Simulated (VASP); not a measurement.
Co:

```
CELL_PARAMETERS angstrom
2.42715 0.00000 0.00000
-1.21357 2.10197 0.00000
0.00000 0.00000 3.91265
ATOMIC_POSITIONS crystal
Co 0.33333 0.66667 0.25000
Co 0.66667 0.33333 0.75000
```

Base run:

```yaml
Program: VASP 6.6.1
Functional: r2SCAN
Potentials_or_basis: VASP PAW PBE potentials, release 64 (Co)
Cutoff: 520 eV
k_mesh: 15 × 15 × 8
Occupations: gaussian, width 1 eV
Spin: no spin polarisation
```

Its results: band gap on the k mesh zero (bands 9 and 10 overlap by 1.70 eV); pressure 7.9 GPa.

Problem. The run is repeated on the same cell with these changes: occupations from gaussian, width 1 eV to gaussian, width 0.03 eV. What comes out?

Solution. Band gap on the k mesh zero (bands 9 and 10 overlap by 1.69 eV); pressure -0.8 GPa.

Caveats: the PAW data sets were made with another functional, which shifts forces and pressure a little; the run has no spin polarisation, though such a crystal can be magnetic; the cell stands under pressure (at least some runs); so wide a smearing shifts energies and pressures (at least some runs).
